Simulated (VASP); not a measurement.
Runs of VASP 6.6.1 on NaCl. The structure is that of space group Fm-3m (No. 225), or close to it. The cells are those of the table. 

```tsv
cell	gap on the mesh (eV)	pressure (GPa)
a = 3.765, b = 3.765, c = 3.684 Å, angles 60.7, 60.7, 58.6°, 2 atoms	(c)	7.1
a = 3.684 Å, angles 60.0°, 2 atoms	5.98	9.5
a = 4.165 Å, angles 60.0°, 2 atoms	(b)	-2.7
a = 3.925, b = 3.925, c = 3.845 Å, angles 60.7, 60.7, 58.6°, 2 atoms	5.18	1.6
a = 3.845 Å, angles 60.0°, 2 atoms	(a)	2.9
```

Alike in all rows: task single point; level PBEsol; potentials or basis VASP PAW PBE potentials, release 64 (Na_pv, Cl); no spin polarisation; k mesh 8 × 8 × 8; cutoff (eV) 520; smearing gaussian 0.05 eV.

Problem. Fill in the values left out.

Solution. (a) 5.37; (b) 4.50; (c) 5.75.

Caveats: the PAW data sets were made with another functional, which shifts forces and pressure a little.

A k mesh can miss the band edges.
